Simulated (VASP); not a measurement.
# Si12O24F (a cell with a defect) in VASP: a series of runs

Si12O24F (a cell with a defect) is run at these levels: r2SCAN; tasks: single point.

Program: VASP 6.6.1. These are calculated values, not measurements. Logs are shortened: lines on timing, memory, paths and dates and some standing lists are left out, and cuts for length are marked.

## (1) The cell of the first run

The cell holds a defect, 37 atoms: a = 7.308 Å, b = 7.308 Å, c = 9.833 Å, α = 70.34°, β = 70.34°, γ = 71.27°.

## (2) Single point, r2SCAN

The input, POSCAR:

```
Si12O24F
1.0
   -2.4582500000      4.2578140000      5.4070000000
    4.9165000000      0.0000000000      5.4070000000
    4.9165000000      8.5156280000      0.0000000000
Si O F
12 24 1
Direct
    0.9467345145      0.3894814885      0.0349139980
    0.5635478304      0.1114738951      0.9467227256
   -0.0185669026     -0.0102128035      0.2685635926
    0.9238321663      0.4010654115      0.5626367556
    0.5473547214      0.1019068054      0.4495523419
   -0.0004633219     -0.0043416504      0.7787876742
    0.4052963925      0.9122886736      0.2778475656
    0.0844523268      0.5702480553      0.2237656465
    0.4997921723      0.5045779807      0.4969502778
    0.4278628787      0.9173308638      0.7846345426
    0.0948142164      0.5932933645      0.7022007691
    0.5066798033      0.5119853825      0.0122924798
    0.3174555271      0.5780496916      0.1432270836
    0.4671215392      0.3316045795      0.9738701397
    1.0005748755      0.5263719055      0.1071884937
    0.0200951661      0.1556151787      0.1113727437
    0.4786102382      0.9543079434      0.0988729417
    0.1673026847      0.9419306656      0.3370219992
    0.3343826114      0.5768403195      0.6386889176
    0.4441800833      0.3221625952      0.4728375985
    1.0216368697      0.5718503875      0.5733693201
    0.0342675427      0.1652900164      0.6259544396
    0.5003329011      0.9375109402      0.6070654464
    0.1903472187      0.9367116462      0.8464415742
    0.7856605162      0.0749041979      0.3866590910
    0.9602409525      0.7947096745      0.2395295947
    0.4685294589      0.0663127792      0.3284300357
    0.5031680261      0.6850401493      0.3471509059
    0.0646258254      0.4107517966      0.3800785255
    0.7198516237      0.4359058879      0.5126562934
    0.8038804189      0.0465584205      0.9117448681
    0.9818726860      0.8061059365      0.7392135326
    0.4901729037      0.0911544871      0.8153836181
    0.5336734363      0.7018893143      0.8710716810
    0.0582330301      0.4242182410      0.8595070957
    0.7065876085      0.4377752488      0.0693258580
    0.7722564981      0.4093746401      0.7381348232
```

The input, INCAR.step1:

```
SYSTEM = Si12O24F
ALGO = Normal ; EDIFF = 1E-4
ENCUT = 520 ; GGA = PE
ISMEAR = 0 ; LASPH = .True.
LCHARG = .False. ; LREAL = Auto
LWAVE = .True. ; NBANDS = 124
NELECT = 200.0 ; NELM = 100
PREC = Accurate ; SIGMA = 0.02
```

The input, INCAR.step2:

```
SYSTEM = Si12O24F
ALGO = Normal ; EDIFF = 1E-7
ENCUT = 520 ; ISIF = 2
ISMEAR = 0 ; ISTART = 1
LASPH = .True. ; LCHARG = .False.
LMIXTAU = .True. ; LREAL = Auto
LWAVE = .False. ; METAGGA = R2SCAN
NBANDS = 124 ; NELECT = 200.0
NELM = 100 ; PREC = Accurate
SIGMA = 0.02
```

The input, KPOINTS:

```
k-points
0
Gamma
  2 2 1
  0 0 0
```

Potentials or basis: VASP PAW PBE potentials, release 64 (Si, O, F).

On the command line:

```bash
$ cat potpaw_PBE.64/Si/POTCAR potpaw_PBE.64/O/POTCAR potpaw_PBE.64/F/POTCAR > POTCAR
$ cp INCAR.step1 INCAR
$ mpirun -np 1 vasp_std > vasp.out
$ cp INCAR.step2 INCAR
$ mpirun -np 1 vasp_std > vasp.out
```

OUTCAR:

```text
SYSTEM = Si12O24F
   EDIFF = 1E-7
   ENCUT = 520
   ISIF = 2
   ISMEAR = 0
   ISTART = 1
   LASPH = .True.
   LREAL = Auto
   METAGGA = R2SCAN
   NELECT = 200.0
   NELM = 100
   PREC = Accurate

 ion  position               nearest neighbor table
   1  0.947  0.389  0.035-  15 1.61  16 1.61  35 1.61  36 1.61   3 3.05  11 3.08  12 3.11
   2  0.564  0.111  0.947-  14 1.61  31 1.61  17 1.62  33 1.62  10 3.00   6 3.04   7 3.07  12 3.08

   3  0.981  0.990  0.269-  18 1.60  25 1.61  26 1.61  16 1.61   7 2.99   1 3.05   8 3.06   5 3.07

   4  0.924  0.401  0.563-  30 1.64  22 1.65  21 1.67  37 1.72  29 1.73  11 3.00   6 3.02   8 3.09
[... 37 lines left out ...]
  35  0.058  0.424  0.860-   1 1.61  11 1.62
  36  0.707  0.438  0.069-  12 1.61   1 1.61
  37  0.772  0.409  0.738-   4 1.72

  LATTYP: Found a base centered monoclinic cell.
 ALAT       =    11.8791653377
 B/A-ratio  =     0.7168540554
 C/A-ratio  =     0.8277517736
 COS(beta)  =    -0.4138758868

  Lattice vectors:

 A1 = (   2.4582500000,  -4.2578140000,  -5.4070000000)
 A2 = (  -4.9165000000,   0.0000000000,  -5.4070000000)
 A3 = (   4.9165000000,   8.5156280000,   0.0000000000)

Analysis of symmetry for initial positions (statically):
=====================================================================
 Subroutine PRICEL returns:
 Original cell was already a primitive cell.

 Routine SETGRP: Setting up the symmetry group for a
 base centered monoclinic supercell.

 Subroutine GETGRP returns: Found  1 space group operations
 (whereof  1 operations were pure point group operations)
 out of a pool of  4 trial point group operations.

The static configuration has the point symmetry C_1 .

Analysis of symmetry for dynamics (positions and initial velocities):
=====================================================================
 Subroutine PRICEL returns:
 Original cell was already a primitive cell.

 Routine SETGRP: Setting up the symmetry group for a
 base centered monoclinic supercell.

 Subroutine GETGRP returns: Found  1 space group operations
 (whereof  1 operations were pure point group operations)
 out of a pool of  4 trial point group operations.

The dynamic configuration has the point symmetry C_1 .

 Subroutine INISYM returns: Found  1 space group operations
 (whereof  1 operations are pure point group operations),
 and found     1 'primitive' translations

----------------------------------------------------------------------------------------
[... 166 lines left out ...]
   NFREE  =      0    steps in history (QN), initial steepest desc. (CG)
   ISIF   =      2    stress and relaxation
   ISYM   =      2    0-nonsym 1-usesym 2-fastsym
   POTIM  = 0.5000    time-step for ionic-motion
   TEBEG  =    0.0;   TEEND  =   0.0 temperature during run
   PSTRESS=    0.0 pullay stress
   NELECT =     200.0000    total number of electrons
   NUPDOWN=      -1.0000    fix difference up-down
   EMIN   =  10.00;   EMAX   =-10.00  energy-range for DOS
   EFERMI =   0.00;   METHOD = LEGACY
   ISMEAR =     0;   SIGMA  =   0.02  broadening in eV -4-tet -1-fermi 0-gaus
   EFERMI_NEDOS =   21; number of points for ismear=-14 and -15
   IALGO  =     38    algorithm
   IMIX   =      4    mixing-type and parameters
     AMIX     =   0.40;   BMIX     =  1.00
     AMIX_MAG =   1.60;   BMIX_MAG =  1.00
  volume/ion in A,a.u.               =      12.24        82.58
  Fermi-wavevector in a.u.,A,eV,Ry     =   1.246805  2.356119 21.150559  1.554522
  Thomas-Fermi vector in A             =   2.380966
   LORBIT       =      0    0 simple, 1 ext, 2 COOP (PROOUT), +10 PAW based schemes
   METAGGA = R2SCAN    functional components
   LHFCALC =     F    Hartree Fock is set to
   AEXX    =    0.0000 exact exchange contribution
   IVDW    =     0    specifies the selected vdW correction
   LEPSILON=     F    determine dielectric tensor
   LRPA    =     F    only Hartree local field effects (RPA)
 non-spin polarized calculation
 Gauss-broadening in eV      SIGMA  =   0.02
  energy-cutoff  :      520.00
  volume of cell :      452.75
 maximum number of plane-waves:     12232
   NGX = 27   NGY = 27   NGZ = 37

 number of electron     199.9999976 magnetization

 Free energy of the ion-electron system (eV)
  ---------------------------------------------------
  ext. energy  EPLUGINS =         0.00000000
  ---------------------------------------------------
  free energy    TOTEN  =      -358.54628612 eV

  energy without entropy =     -358.54628612  energy(sigma->0) =     -358.54628612

 E-fermi :   1.7455     XC(G=0):  -9.8921

 val. band max:        1.6154615049   @ k =   0.5000   0.5000   0.0000
 cond. band min:       7.4193296766   @ k =   0.0000   0.0000   0.0000
 fundamental gap:      5.8038681717
 Fermi energy:         1.7455372955

 k-point     1 :       0.0000    0.0000    0.0000
  band No.  band energies     occupation
      1     -21.0735      2.00000
      2     -19.7281      2.00000
      3     -19.2900      2.00000
      4     -19.1719      2.00000
      5     -18.9690      2.00000
      6     -18.8711      2.00000
[... 449 lines left out ...]
    111      11.1831      0.00000
    112      11.1901      0.00000
 [bands above 112 left out]

------------------------ aborting loop because EDIFF is reached ----------------------------------------

  FORCE on cell =-STRESS in cart. coord.  units (eV):
  Direction    XX          YY          ZZ          XY          YZ          ZX
  --------------------------------------------------------------------------------------
  -------------------------------------------------------------------------------------
  Total       12.6058932     16.2363354     14.6611152     -4.8962885      1.6994904      1.1063459
  in kB       44.6092699     57.4565449     51.8822139    -17.3268052      6.0140939      3.9150959
  external PRESSURE =      51.3160096 kB  Pullay stress =       0.0000000 kB

 VOLUME and BASIS-vectors are now :
 -----------------------------------------------------------------------------
  energy-cutoff  :      520.00
  volume of cell :      452.75
      direct lattice vectors                 reciprocal lattice vectors
    -2.458250000  4.257814000  5.407000000    -0.101698363  0.058715576  0.092472721
     4.916500000  0.000000000  5.407000000     0.101698363 -0.058715576  0.092472721
     4.916500000  8.515628000  0.000000000     0.050849181  0.088073363 -0.046236360

 POSITION                                       TOTAL-FORCE (eV/Angst)
 -----------------------------------------------------------------------------------
     -0.24077      4.32833      7.22492        -0.004078      0.002517     -0.004980
      3.81728     10.46142      3.64984         0.024227     -0.008826     -0.002430
      3.77407      6.46575     10.65839         0.016750      0.003241     -0.009554
      2.46703      8.72471      7.16372        -0.131612     -0.122463      0.060938
      1.36571      6.15876      3.51056        -0.004681     -0.021293     -0.006689
      6.26695     10.88771     10.78802         0.007896      0.058704     -0.041992
[... 29 lines left out ...]
      0.75619      3.59887      6.18757        -0.010742      0.003266      0.003382
      3.74333      9.57381      6.38908         0.088322      0.066751     -0.074292
 -----------------------------------------------------------------------------------
    total drift:                               -0.008105      0.003539      0.003532

  FREE ENERGIE OF THE ION-ELECTRON SYSTEM (eV)
  ---------------------------------------------------
  free  energy   TOTEN  =      -358.5462861244 eV

  energy  without entropy=     -358.5462861244  energy(sigma->0) =     -358.54628612
```

OSZICAR.step1:

```text
N       E                     dE             d eps       ncg     rms          rms(c)
DAV:   1     0.131017320403E+04    0.13102E+04   -0.10780E+05  1008   0.151E+03
DAV:   2    -0.225891897700E+03   -0.15361E+04   -0.15015E+04  1200   0.349E+02
DAV:   3    -0.321784646496E+03   -0.95893E+02   -0.95538E+02  1168   0.941E+01
DAV:   4    -0.323240312277E+03   -0.14557E+01   -0.14515E+01  1224   0.122E+01
DAV:   5    -0.323268205673E+03   -0.27893E-01   -0.27864E-01  1184   0.161E+00    0.516E+01
DAV:   6    -0.283224582359E+03    0.40044E+02   -0.16972E+02  1104   0.360E+01    0.240E+01
DAV:   7    -0.283275144071E+03   -0.50562E-01   -0.47472E+00  1280   0.587E+00    0.891E+00
DAV:   8    -0.283257581951E+03    0.17562E-01   -0.30685E-01  1168   0.244E+00    0.348E+00
DAV:   9    -0.283298131227E+03   -0.40549E-01   -0.10728E-01  1184   0.141E+00    0.556E-01
DAV:  10    -0.283305318547E+03   -0.71873E-02   -0.20460E-02  1192   0.507E-01    0.371E-01
DAV:  11    -0.283306157780E+03   -0.83923E-03   -0.18082E-03  1224   0.172E-01    0.227E-01
DAV:  12    -0.283307067867E+03   -0.91009E-03   -0.13859E-03  1104   0.142E-01    0.334E-02
DAV:  13    -0.283307140059E+03   -0.72192E-04   -0.22559E-04   864   0.683E-02
   1 F= -.28330714E+03 E0= -.28330714E+03  d E =-.147647E-31
```

Run time: 11 min. Hardware: 1 thread of Intel Xeon 6975P-C (Granite Rapids), shared host; peak memory 0.65 GiB.

Results:

| Property | Result |
| --- | --- |
| Free energy | -358.5463 eV |
| Largest force | 0.190 eV/Å |

Forces on the atoms (eV/Å):
```
Si  -0.004  0.003 -0.005
Si   0.024 -0.009 -0.002
Si   0.017  0.003 -0.010
Si  -0.132 -0.122  0.061
Si  -0.005 -0.021 -0.007
Si   0.008  0.059 -0.042
Si  -0.019 -0.010  0.009
Si   0.006 -0.057  0.032
Si  -0.006 -0.023  0.011
Si  -0.026  0.013  0.006
Si   0.025  0.020  0.001
Si  -0.004  0.004  0.016
O    0.011 -0.006 -0.009
O   -0.002  0.007  0.007
O    0.002  0.022  0.004
O   -0.002  0.003 -0.002
O    0.002 -0.003  0.002
O   -0.004  0.004 -0.002
O    0.005 -0.004  0.002
O    0.009  0.010  0.015
O   -0.010 -0.025 -0.008
O    0.024 -0.008  0.015
O    0.005 -0.007 -0.002
O   -0.004 -0.010 -0.007
O   -0.002 -0.013 -0.002
O   -0.004  0.004 -0.012
O   -0.006  0.005 -0.005
O    0.005  0.014 -0.003
O    0.016  0.051 -0.034
O   -0.002  0.042  0.017
O   -0.008 -0.012  0.010
O   -0.001  0.008  0.001
O   -0.010 -0.003  0.005
O    0.014  0.002 -0.008
O   -0.001 -0.011  0.014
O   -0.011  0.003  0.003
F    0.088  0.067 -0.074
```

Caveat: the k points lie up to 0.70 Å⁻¹ apart; the cell carries a net charge on a neutralising background, which shifts energy and pressure; the cell is charged against a uniform background, so pressure and absolute levels hang on convention; the PAW data sets were made with another functional, which shifts forces and pressure a little.

## (3) Single point, r2SCAN

The input, POSCAR:

```
Si12O24F
1.0
   -2.4582500000      4.2578140000      5.4070000000
    4.9165000000      0.0000000000      5.4070000000
    4.9165000000      8.5156280000      0.0000000000
Si O F
12 24 1
Direct
    0.9405290182      0.3889612722      0.0238082710
    0.5505012769      0.1006644343      0.9556094931
   -0.0081526771     -0.0132124052      0.2646916449
    0.9639713543      0.4013842958      0.5256913844
    0.5562254227      0.1091764638      0.4567293931
   -0.0407574002      0.0082513895      0.7489303701
    0.4131017996      0.9203796134      0.2945522484
    0.0782706680      0.5861297389      0.1935018831
    0.5245343388      0.5116187960      0.5197788523
    0.3885166388      0.9164761483      0.7916463021
    0.0995107671      0.5759519664      0.7004341503
    0.4993241825      0.5083603005      0.0062913158
    0.3148082765      0.5747180782      0.1403856431
    0.4567540603      0.3275006096      0.9722505689
    1.0006954794      0.5479969563      0.0726434713
    0.0249151192      0.1675487240      0.1169666003
    0.5045394844      0.9453708170      0.1186076611
    0.1781384594      0.9266571759      0.3364328002
    0.3380564040      0.5521560983      0.6591613338
    0.5013638183      0.3370101414      0.4654754899
    1.0438963465      0.5603168956      0.5592488917
    0.0635776257      0.1859725870      0.6160383351
    0.4865224020      0.9566878809      0.6131672385
    0.1557680060      0.9313884578      0.8324170341
    0.7925739998      0.0497968158      0.3858618915
    0.9677123790      0.8046486345      0.2197323186
    0.4456492463      0.0969642177      0.3421311264
    0.5256987242      0.7061289066      0.3794134281
    0.0323220677      0.4173574218      0.3480461626
    0.7227740271      0.4687919060      0.5724738831
    0.7890599051      0.0655297009      0.8990572027
    0.9853116333      0.7825169223      0.7369394639
    0.4299386452      0.0701641844      0.8583078332
    0.5131869976      0.6938442582      0.8617194430
    0.0343526598      0.4023900811      0.8484766789
    0.6999095176      0.4361224780      0.0633195176
    0.7748844098      0.0828686880      0.6560099046
```

The input, INCAR.step1:

```
PREC = Accurate
ENCUT = 520
ISMEAR = 0
SIGMA = 0.02
LREAL = Auto
LASPH = T
NELM = 60
NELECT = 200.0
NBANDS = 124
GGA = PE
ALGO = Normal
EDIFF = 1E-4
LWAVE = T
LCHARG = F
```

The input, INCAR.step2:

```
PREC = Accurate
ENCUT = 520
EDIFF = 1E-7
ISMEAR = 0
SIGMA = 0.02
LREAL = Auto
LASPH = T
NELM = 60
ALGO = Normal
ISIF = 2
LWAVE = F
LCHARG = F
METAGGA = R2SCAN
LMIXTAU = T
NELECT = 200.0
NBANDS = 124
ISTART = 1
```

The input, KPOINTS:

```
Automatic mesh
0
Gamma
  2 2 1
```

Potentials or basis: VASP PAW PBE potentials, release 64 (Si, O, F).

On the command line:

```bash
$ cat potpaw_PBE.64/Si/POTCAR potpaw_PBE.64/O/POTCAR potpaw_PBE.64/F/POTCAR > POTCAR
$ cp INCAR.step1 INCAR
$ mpirun -np 1 vasp_std > vasp.out
$ cp INCAR.step2 INCAR
$ mpirun -np 1 vasp_std > vasp.out
```

Wall time 11 min (1 thread of Intel Xeon 6975P-C (Granite Rapids), shared host); peak memory 0.64 GiB.

The run converged. Its results:

```yaml
Free_energy: -358.5228 eV
Largest_force: 0.166 eV/Å
```

Forces on the atoms (eV/Å):
```
Si  -0.007  0.009 -0.006
Si   0.031 -0.009 -0.033
Si   0.015  0.001 -0.011
Si  -0.001 -0.033  0.010
Si   0.008  0.008  0.024
Si  -0.041  0.159  0.026
Si  -0.027 -0.001 -0.005
Si   0.014 -0.040 -0.003
Si   0.008  0.004  0.007
Si  -0.034  0.008  0.037
Si   0.010  0.009  0.002
Si   0.000  0.026  0.011
O    0.002  0.002  0.003
O   -0.009  0.006 -0.004
O   -0.010  0.006 -0.005
O    0.006  0.009 -0.002
O    0.005 -0.012  0.007
O   -0.003  0.000  0.005
O    0.001 -0.003 -0.004
O    0.002  0.010  0.003
O   -0.002 -0.002  0.002
O   -0.017  0.030 -0.023
O    0.012  0.006 -0.004
O    0.017 -0.033 -0.044
O    0.003 -0.013 -0.009
O   -0.002  0.010 -0.001
O    0.005  0.000  0.008
O    0.009  0.009 -0.003
O    0.006  0.005 -0.012
O   -0.017  0.006  0.011
O   -0.012 -0.015  0.016
O    0.029 -0.013  0.023
O   -0.023  0.002  0.000
O    0.010 -0.012  0.006
O   -0.005 -0.013  0.009
O   -0.004 -0.006  0.000
F    0.021 -0.118 -0.043
```

Levels at points of the mesh, in eV from the Fermi level:
```
           k point  band 97  band 98  band 99  band 100  band 101  band 102  band 103  band 104
(0.00, 0.00, 0.00)    -0.94    -0.82    -0.61     -0.31      5.65      8.08      8.22      8.73
(0.50, 0.00, 0.00)    -0.87    -0.79    -0.58     -0.19      6.98      7.00      8.02      8.67
(0.00, 0.50, 0.00)    -0.94    -0.84    -0.64     -0.23      6.89      7.14      8.05      8.66
(0.50, 0.50, 0.00)    -0.99    -0.84    -0.63     -0.15      7.51      7.70      7.94      8.10
```

Caveat: the k points lie up to 0.70 Å⁻¹ apart; the cell carries a net charge on a neutralising background, which shifts energy and pressure; the cell is charged against a uniform background, so pressure and absolute levels hang on convention; the PAW data sets were made with another functional, which shifts forces and pressure a little.
